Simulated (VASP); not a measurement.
# Sb (Pm-3m) in VASP: a series of runs

Sb is run at these levels: r2SCAN+D4; tasks: single point.

Everything below comes from runs of VASP 6.6.1. Logs are shortened: lines on timing, memory, paths and dates and some standing lists are left out, and cuts for length are marked.

## (1) The cell of the first run

Symmetry: Pm-3m, No. 221, cubic system. Conventional cell: a = 3.160 Å, b = 3.160 Å, c = 3.160 Å, α = 90.00°, β = 90.00°, γ = 90.00°. Sb (site symmetry m-3m) has 6 Sb at 3.16 Å within 4.2 Å.

## (2) Single point, r2SCAN+D4

POSCAR reads:

```
Sb
1.0
    3.1600000000      0.0000000000      0.0000000000
    0.0000000000      3.1600000000      0.0000000000
    0.0000000000      0.0000000000      3.1600000000
Sb
1
Direct
    0.0000000000      0.0000000000      0.0000000000
```

INCAR.step1 reads:

```
SYSTEM = Sb
ALGO = Normal ; EDIFF = 1E-4
ENCUT = 520 ; GGA = PE
ISMEAR = -1 ; LASPH = .True.
LCHARG = .False. ; LREAL = .False.
LWAVE = .True. ; NBANDS = 8
NELM = 100 ; PREC = Accurate
SIGMA = 0.1
```

INCAR.step2 reads:

```
SYSTEM = Sb
ALGO = Normal ; EDIFF = 1E-6
ENCUT = 520 ; ISIF = 2
ISMEAR = -1 ; ISTART = 1
IVDW = 13 ; LASPH = .True.
LCHARG = .False. ; LMIXTAU = .True.
LREAL = .False. ; LWAVE = .False.
METAGGA = R2SCAN ; NBANDS = 8
NELM = 100 ; PREC = Accurate
SIGMA = 0.1 ; VDW_A1 = 0.51559235
VDW_A2 = 5.77342911 ; VDW_S6 = 1.0
VDW_S8 = 0.6018749
```

KPOINTS reads:

```
k-points
0
Gamma
  6 6 6
  0 0 0
```

Potentials or basis: VASP PAW PBE potentials, release 64 (Sb).

The run is started by

```sh
$ cat potpaw_PBE.64/Sb/POTCAR > POTCAR
$ cp INCAR.step1 INCAR
$ mpirun -np 1 vasp_std > vasp.out
$ cp INCAR.step2 INCAR
$ mpirun -np 1 vasp_std > vasp.out
```

OUTCAR:

```text
SYSTEM = Sb
   EDIFF = 1E-6
   ENCUT = 520
   ISIF = 2
   ISMEAR = -1
   ISTART = 1
   IVDW = 13
   LASPH = .True.
   LREAL = .False.
   METAGGA = R2SCAN
   NELM = 100
   PREC = Accurate

 ion  position               nearest neighbor table
   1  0.000  0.000  0.000-

  LATTYP: Found a simple cubic cell.
 ALAT       =     3.1600000000

  Lattice vectors:

 A1 = (   3.1600000000,   0.0000000000,   0.0000000000)
 A2 = (   0.0000000000,   3.1600000000,   0.0000000000)
 A3 = (   0.0000000000,   0.0000000000,   3.1600000000)

Analysis of symmetry for initial positions (statically):
=====================================================================
 Subroutine PRICEL returns:
 Original cell was already a primitive cell.

 Routine SETGRP: Setting up the symmetry group for a
 simple cubic supercell.

 Subroutine GETGRP returns: Found 48 space group operations
 (whereof 48 operations were pure point group operations)
 out of a pool of 48 trial point group operations.

The static configuration has the point symmetry O_h .

Analysis of symmetry for dynamics (positions and initial velocities):
=====================================================================
 Subroutine PRICEL returns:
 Original cell was already a primitive cell.

 Routine SETGRP: Setting up the symmetry group for a
 simple cubic supercell.

 Subroutine GETGRP returns: Found 48 space group operations
 (whereof 48 operations were pure point group operations)
 out of a pool of 48 trial point group operations.

The dynamic configuration has the point symmetry O_h .

 Subroutine INISYM returns: Found 48 space group operations
 (whereof 48 operations are pure point group operations),
 and found     1 'primitive' translations

----------------------------------------------------------------------------------------

                                     Primitive cell

  volume of cell :      31.5545

  direct lattice vectors                    reciprocal lattice vectors
     3.160000000  0.000000000  0.000000000     0.316455696  0.000000000  0.000000000
     0.000000000  3.160000000  0.000000000     0.000000000  0.316455696  0.000000000
     0.000000000  0.000000000  3.160000000     0.000000000  0.000000000  0.316455696

  length of vectors
     3.160000000  3.160000000  3.160000000     0.316455696  0.316455696  0.316455696

  position of ions in fractional coordinates (direct lattice)
     0.000000000  0.000000000  0.000000000

  ion indices of the primitive-cell ions
   primitive index   ion index
                 1           1

----------------------------------------------------------------------------------------

 KPOINTS: k-points

Automatic generation of k-mesh.
 Grid dimensions read from file:
 generate k-points for:    6    6    6

 Generating k-lattice:

  Cartesian coordinates                     Fractional coordinates (reciprocal lattice)
     0.052742616  0.000000000  0.000000000     0.166666667  0.000000000  0.000000000
     0.000000000  0.052742616  0.000000000     0.000000000  0.166666667  0.000000000
     0.000000000  0.000000000  0.052742616     0.000000000  0.000000000  0.166666667

  Length of vectors
     0.052742616  0.052742616  0.052742616

  Shift w.r.t. Gamma in fractional coordinates (k-lattice)
     0.000000000  0.000000000  0.000000000

 Subroutine IBZKPT returns following result:
 ===========================================

 Found     20 irreducible k-points:

 Following reciprocal coordinates:
            Coordinates               Weight
  0.000000  0.000000  0.000000      1.000000
  0.166667  0.000000  0.000000      6.000000
  0.333333  0.000000  0.000000      6.000000
  0.500000  0.000000  0.000000      3.000000
  0.166667  0.166667  0.000000     12.000000
  0.333333  0.166667  0.000000     24.000000
[... 12 lines left out ...]
  0.500000  0.500000  0.333333      6.000000
  0.500000  0.500000  0.500000      1.000000
   k-points           NKPTS =     20   k-points in BZ     NKDIM =     20   number of bands    NBANDS=      8
   number of dos      NEDOS =    301   number of ions     NIONS =      1
   total plane-waves  NPLWV =  13824
   dimension x,y,z NGX =    24 NGY =   24 NGZ =   24
   dimension x,y,z NGXF=    48 NGYF=   48 NGZF=   48
   ions per type =               1
   NGX,Y,Z   is equivalent  to a cutoff of  12.63, 12.63, 12.63 a.u.
   NGXF,Y,Z  is equivalent  to a cutoff of  25.25, 25.25, 25.25 a.u.
 SYSTEM =  Sb
   PREC   = accura    normal or accurate (medium, high low for compatibility)
   ISTART =      1    job   : 0-new  1-cont  2-samecut
   ICHARG =      0    charge: 1-file 2-atom 10-const
   ISPIN  =      1    spin polarized calculation?
   LNONCOLLINEAR =      F non collinear calculations
   LSORBIT =      F    spin-orbit coupling
   LASPH  =      T    aspherical Exc in radial PAW
   ENCUT  =  520.0 eV  38.22 Ry    6.18 a.u.   5.88  5.88  5.88*2*pi/ulx,y,z
   NELM   =    100;   NELMIN=  2; NELMDL=  0     # of ELM steps
   EDIFF  = 0.1E-05   stopping-criterion for ELM
   LREAL  =      F    real-space projection
   EDIFFG = 0.1E-04   stopping-criterion for IOM
   NSW    =      0    number of steps for IOM
   IBRION =     -1    ionic relax: 0-MD 1-quasi-New 2-CG
   NFREE  =      0    steps in history (QN), initial steepest desc. (CG)
   ISIF   =      2    stress and relaxation
   ISYM   =      2    0-nonsym 1-usesym 2-fastsym
   POTIM  = 0.5000    time-step for ionic-motion
   TEBEG  =    0.0;   TEEND  =   0.0 temperature during run
   PSTRESS=    0.0 pullay stress
   NELECT =       5.0000    total number of electrons
   NUPDOWN=      -1.0000    fix difference up-down
   EMIN   =  10.00;   EMAX   =-10.00  energy-range for DOS
   EFERMI =   0.00;   METHOD = LEGACY
   ISMEAR =    -1;   SIGMA  =   0.10  broadening in eV -4-tet -1-fermi 0-gaus
   EFERMI_NEDOS =   21; number of points for ismear=-14 and -15
   IALGO  =     38    algorithm
   IMIX   =      4    mixing-type and parameters
     AMIX     =   0.40;   BMIX     =  1.00
     AMIX_MAG =   1.60;   BMIX_MAG =  1.00
  volume/ion in A,a.u.               =      31.55       212.94
  Fermi-wavevector in a.u.,A,eV,Ry     =   0.885886  1.674081 10.677766  0.784794
  Thomas-Fermi vector in A             =   2.006979
   LORBIT       =      0    0 simple, 1 ext, 2 COOP (PROOUT), +10 PAW based schemes
   METAGGA = R2SCAN    functional components
   LHFCALC =     F    Hartree Fock is set to
   AEXX    =    0.0000 exact exchange contribution
   IVDW    =    13    specifies the selected vdW correction
   LEPSILON=     F    determine dielectric tensor
   LRPA    =     F    only Hartree local field effects (RPA)
 non-spin polarized calculation
  energy-cutoff  :      520.00
  volume of cell :       31.55
 maximum number of plane-waves:       872
 NGX is ok and might be reduce to    24
   NGX = 11   NGY = 11   NGZ = 11

 number of electron       5.0000001 magnetization

 Free energy of the ion-electron system (eV)
  ---------------------------------------------------
  ext. energy  EPLUGINS =         0.00000000
  ---------------------------------------------------
  free energy    TOTEN  =       -25.65767447 eV

  energy without entropy =      -25.63598404  energy(sigma->0) =      -25.64682925

 E-fermi :   6.6138     XC(G=0):  -9.8534

 val. band max:        6.5804264345   @ k =   0.5000   0.3333   0.3333
 cond. band min:       6.6455110915   @ k =   0.1667   0.1667   0.0000
 fundamental gap:      0.0650846570
 Fermi energy:         6.6137969931

 k-point     1 :       0.0000    0.0000    0.0000
  band No.  band energies     occupation
      1      -6.1671      2.00000
      2       9.6613      0.00000
      3       9.6613      0.00000
      4       9.6613      0.00000
      5      13.5716      0.00000
      6      13.5716      0.00000
      7      15.1319      0.00000
      8      24.5149      0.00000

 k-point     2 :       0.1667    0.0000    0.0000
  band No.  band energies     occupation
      1      -5.7706      2.00000
      2       6.4517      1.66987
      3      10.0406      0.00000
      4      10.0406      0.00000
      5      13.8917      0.00000
      6      14.8469      0.00000
      7      17.9579      0.00000
      8      22.1639      0.00000

 k-point     3 :       0.3333    0.0000    0.0000
  band No.  band energies     occupation
      1      -4.6906      2.00000
      2       2.7143      2.00000
      3      10.9778      0.00000
      4      10.9778      0.00000
      5      14.7812      0.00000
      6      16.0026      0.00000
      7      19.4477      0.00000
      8      19.4477      0.00000

 k-point     4 :       0.5000    0.0000    0.0000
  band No.  band energies     occupation
      1      -3.8031      2.00000
      2       0.8947      2.00000
      3      11.6078      0.00000
      4      11.6078      0.00000
      5      15.5627      0.00000
      6      17.5260      0.00000
      7      18.1947      0.00000
      8      18.1947      0.00000

 k-point     5 :       0.1667    0.1667    0.0000
  band No.  band energies     occupation
      1      -5.3734      2.00000
      2       6.6455      0.84275
      3       7.0299      0.03070
      4      10.4215      0.00000
      5      14.6672      0.00000
      6      17.7579      0.00000
      7      17.9004      0.00000
      8      19.7209      0.00000

 k-point     6 :       0.3333    0.1667    0.0000
  band No.  band energies     occupation
      1      -4.2901      2.00000
      2       3.0845      2.00000
      3       7.8360      0.00001
      4      11.3633      0.00000
      5      15.0857      0.00000
      6      15.9675      0.00000
      7      19.1835      0.00000
      8      19.7460      0.00000

 k-point     7 :       0.5000    0.1667    0.0000
  band No.  band energies     occupation
      1      -3.3964      2.00000
      2       1.2607      2.00000
      3       8.5591      0.00000
      4      11.9973      0.00000
      5      13.8185      0.00000
      6      16.8751      0.00000
      7      18.5012      0.00000
      8      18.5173      0.00000
[... 89 lines left out ...]
 k-point    16 :       0.5000    0.5000    0.1667
  band No.  band energies     occupation
      1      -0.8500      2.00000
      2       3.1986      2.00000
      3       3.1986      2.00000
      4       9.4317      0.00000
      5      10.7241      0.00000
      6      16.1669      0.00000
      7      16.1669      0.00000
      8      19.4410      0.00000

 k-point    17 :       0.3333    0.3333    0.3333
  band No.  band energies     occupation
      1      -1.6629      2.00000
      2       5.0937      2.00000
      3       5.0937      2.00000
      4       6.0853      1.98991
      5      12.9044      0.00000
      6      13.7663      0.00000
      7      13.7663      0.00000
      8      19.3594      0.00000

 k-point    18 :       0.5000    0.3333    0.3333
  band No.  band energies     occupation
      1      -0.6913      2.00000
      2       3.4589      2.00000
      3       5.7046      1.99977
      4       6.5804      1.16532
      5      11.5737      0.00000
      6      12.3913      0.00000
      7      14.4272      0.00000
      8      17.6967      0.00000

 k-point    19 :       0.5000    0.5000    0.3333
  band No.  band energies     occupation
      1       0.3666      2.00000
      2       4.0842      2.00000
      3       4.0842      2.00000
      4       6.8514      0.17004
      5      10.5223      0.00000
      6      12.9999      0.00000
      7      12.9999      0.00000
      8      15.9420      0.00000

 k-point    20 :       0.5000    0.5000    0.5000
  band No.  band energies     occupation
      1       1.5757      2.00000
      2       4.6792      2.00000
      3       4.6792      2.00000
      4       4.6792      2.00000
      5      11.6337      0.00000
      6      11.6337      0.00000
      7      11.6337      0.00000
      8      14.0223      0.00000

------------------------ aborting loop because EDIFF is reached ----------------------------------------

  DFT-D4 for vdW energy calculation

  Edisp (eV):   -0.16324

  FORCE on cell =-STRESS in cart. coord.  units (eV):
  Direction    XX          YY          ZZ          XY          YZ          ZX
  --------------------------------------------------------------------------------------
  -------------------------------------------------------------------------------------
  Total      -0.70130    -0.70130    -0.70130     0.00000     0.00000    -0.00000
  in kB     -35.60836   -35.60836   -35.60836     0.00000     0.00000    -0.00000
  external pressure =      -35.61 kB  Pullay stress =        0.00 kB

 VOLUME and BASIS-vectors are now :
 -----------------------------------------------------------------------------
  energy-cutoff  :      520.00
  volume of cell :       31.55
      direct lattice vectors                 reciprocal lattice vectors
     3.160000000  0.000000000  0.000000000     0.316455696  0.000000000  0.000000000
     0.000000000  3.160000000  0.000000000     0.000000000  0.316455696  0.000000000
     0.000000000  0.000000000  3.160000000     0.000000000  0.000000000  0.316455696

 POSITION                                       TOTAL-FORCE (eV/Angst)
 -----------------------------------------------------------------------------------
      0.00000      0.00000      0.00000         0.000000      0.000000      0.000000
 -----------------------------------------------------------------------------------
    total drift:                                0.000000      0.000000      0.000000

  FREE ENERGIE OF THE ION-ELECTRON SYSTEM (eV)
  ---------------------------------------------------
  free  energy   TOTEN  =       -25.8209157590 eV

  energy  without entropy=      -25.7992253216  energy(sigma->0) =      -25.81007054
```

Run time: 11 s. Hardware: 1 thread of Intel Xeon Platinum 8375C at 2.90GHz (Ice Lake), shared host; peak memory 0.14 GiB.

Results:

* Free energy: -25.8209 eV
* Pressure: -3.6 GPa
* Dispersion energy per atom: -0.163 eV

Levels at points of the mesh, in eV from the Fermi level:
| k point | band 1 | band 2 | band 3 | band 4 | band 5 | band 6 | band 7 |
| --- | --- | --- | --- | --- | --- | --- | --- |
| (0.00, 0.00, 0.00) | -12.78 | 3.05 | 3.05 | 3.05 | 6.96 | 6.96 | 8.52 |
| (0.50, 0.00, 0.00) | -10.42 | -5.72 | 4.99 | 4.99 | 8.95 | 10.91 | 11.58 |
| (0.50, 0.50, 0.00) | -7.89 | -3.77 | -3.77 | 2.44 | 6.97 | 12.81 | 13.44 |
| (0.50, 0.50, 0.50) | -5.04 | -1.93 | -1.93 | -1.93 | 5.02 | 5.02 | 5.02 |

Caveat: the PAW data sets were made with another functional, which shifts forces and pressure a little; spin-orbit coupling is left out, which moves the levels of the heavy elements; pairwise dispersion overbinds metals, which lowers pressure and volume.

(Continued in part 2 of 2.)
